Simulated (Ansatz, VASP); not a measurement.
**BeTe: VASP beside Ansatz**

Contents of POSCAR:

```
BeTe
1.0
    0.0000000000      2.8064515486      2.8064515486
    2.8064515486      0.0000000000      2.8064515486
    2.8064515486      2.8064515486      0.0000000000
Te Be
1 1
Direct
    0.7500000000      0.7500000000      0.7500000000
    0.0000000000      0.0000000000      0.0000000000
```

The input INCAR.step1:

```
SYSTEM = BeTe
PREC = Accurate ; ENCUT = 520
EDIFF = 1E-5 ; ISMEAR = -1
SIGMA = 0.05 ; LREAL = .FALSE.
LASPH = .TRUE. ; NELM = 80
ALGO = Normal ; ISIF = 2
LWAVE = .TRUE. ; NBANDS = 11
GGA = PE
```

INCAR.step2

```
SYSTEM = BeTe
PREC = Accurate ; ENCUT = 520
EDIFF = 1E-7 ; ISMEAR = -1
SIGMA = 0.05 ; LREAL = .FALSE.
LASPH = .TRUE. ; NELM = 80
ALGO = Normal ; ISIF = 2
LWAVE = .FALSE. ; LCHARG = .TRUE.
GGA = B3 ; LHFCALC = .TRUE.
AEXX = 0.2 ; AGGAX = 0.72
AGGAC = 0.81 ; ALDAC = 0.19
PRECFOCK = Normal ; LELF = .TRUE.
LVHAR = .TRUE. ; NBANDS = 11
ISTART = 1
```

Contents of KPOINTS:

```
regular mesh
0
G
  4 4 4
  0 0 0
```

The input input.yaml:

```yaml
crystal:
  lattice:
    - [0.0, 2.8064515486, 2.8064515486]
    - [2.8064515486, 0.0, 2.8064515486]
    - [2.8064515486, 2.8064515486, 0.0]
  atoms:
    - { symbol: Te, position: [0.75, 0.75, 0.75] }
    - { symbol: Be, position: [0.0, 0.0, 0.0] }
hamiltonian:
  xc: b3lyp
  pseudopotentials: { kind: paw }
kpoints:
  mp_grid: { grid: [4, 4, 4] }
scf:
  occupations: { method: fermi_dirac, width: 0.05 }
output:
  forces: true
  stress: true
  eigenvalues: true
```

Alike in both runs: task single point; functional B3LYP; k mesh 4 × 4 × 4; occupations fermi-dirac, width 0.05 eV; no spin polarisation.

```csv
,VASP,Ansatz
version,VASP 6.6.1,Ansatz 0.2.0
potentials or method,"VASP PAW PBE potentials, release 64 (Te, Be)",Ansatz PAW
plane-wave cutoff (eV),520,420
valence electrons in the cell,8,18
```

|  | VASP | Ansatz | Ansatz less VASP |
| --- | --- | --- | --- |
| gap on the k mesh at the Fermi level (eV) | 3.33 | 3.32 | -0.008 |
| least direct gap on the mesh (eV) | 5.00 | 4.98 | -0.024 |
| pressure (GPa) | 3.3 | 3.3 | 0.00 |

VASP's potentials were made for PBE, not for B3LYP. VASP's potentials hold 8 valence electrons a cell and Ansatz's 18, so a difference there can come from the potentials and not from the codes.

The k mesh is coarse, so the values compare programs but aren't converged. Neither program's run includes spin-orbit coupling.
